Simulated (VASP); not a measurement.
A run of VASP 6.6.1:

The input INCAR:

```
ALGO     = Normal         # electronic algorithm
EDIFF    = 1E-6           # SCF threshold, eV
EDIFFG   = -0.01          # ionic threshold
ENCUT    = 600            # plane-wave cutoff, eV
GGA      = PE             # functional
IBRION   = 2              # ionic algorithm
ISIF     = 3              # what is computed and relaxed
ISMEAR   = 0              # smearing method
LASPH    = True           # aspherical terms in the spheres
LCHARG   = False          # write CHGCAR
LREAL    = False          # projectors in reciprocal space
LWAVE    = False          # write WAVECAR
NELM     = 100            # most SCF steps
NSW      = 100            # ionic steps
PREC     = Accurate       # precision mode
SIGMA    = 0.1            # smearing width, eV
```

The input KPOINTS:

```
k-points
0
Gamma
  14 14 4
```

File POSCAR:

```
Al5O3
1.0
    2.6600404702      0.0000000000      0.0000000000
    0.0000000000      2.6600404702      0.0000000000
    0.0000000000      0.0000000000     13.5534084982
Al O
5 3
Direct
    0.0000000000      0.0000000000      0.2422398193
    0.0000000000      0.0000000000      0.7577601807
    0.0000000000      0.0000000000      0.0000000000
    0.5000000000      0.5000000000      0.3918389204
    0.5000000000      0.5000000000      0.6081610796
    0.5000000000      0.5000000000      0.0826606094
    0.5000000000      0.5000000000      0.9173393906
    0.0000000000      0.0000000000      0.5000000000
```

Potentials or basis: VASP PAW PBE potentials, release 64 (Al, O).

Launch:

```bash
$ cat potpaw_PBE.64/Al/POTCAR potpaw_PBE.64/O/POTCAR > POTCAR
$ mpirun -np 1 vasp_std > vasp.out
```

Hardware: 1 thread of Intel(R) Xeon(R) 6975P-C (Granite Rapids) (shared host).

Estimate the wall time of this run.

Run time: 13 min on 1 thread of Intel(R) Xeon(R) 6975P-C (Granite Rapids), with other jobs on the host, peak memory 0.38 GiB. Counts: scf iterations 95, k points 108, ion steps 14.
